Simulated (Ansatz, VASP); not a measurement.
One calculation of Hf, two programs

```xyz
1
Lattice="0.0000 2.4920 1.7618 2.4920 0.0000 1.7618 2.4920 2.4920 0.0000" Properties=species:S:1:pos:R:3 pbc="T T T"
Hf    0.0000    0.0000    0.0000
```

Alike in both runs: task single point; functional r2SCAN; k mesh 20 × 20 × 20; occupations gaussian, width 0.15 eV; no spin polarisation.

|  | VASP | Ansatz |
| --- | --- | --- |
| version | VASP 6.6.1 | Ansatz 0.2.0 |
| potentials or method | VASP PAW PBE potentials, release 64 (Hf_pv), cutoff 520 eV | scalar-relativistic, plane waves, PAW |
| valence electrons in the cell | 10 | 26 |

```csv
,VASP,Ansatz,Ansatz less VASP
gap on the k mesh at the Fermi level (eV),none,none,-
pressure (GPa),1.0,1.4,+0.38
```

VASP's potentials were made for PBE, not for r2SCAN. A gap of «none» marks a metal or a gap that the smearing closes. With one functional, cell and mesh, what is left measures potentials, basis and numerics. VASP's potentials hold 10 valence electrons a cell and Ansatz's 26, so a difference there can come from the potentials and not from the codes.

Spin-orbit coupling is off throughout.
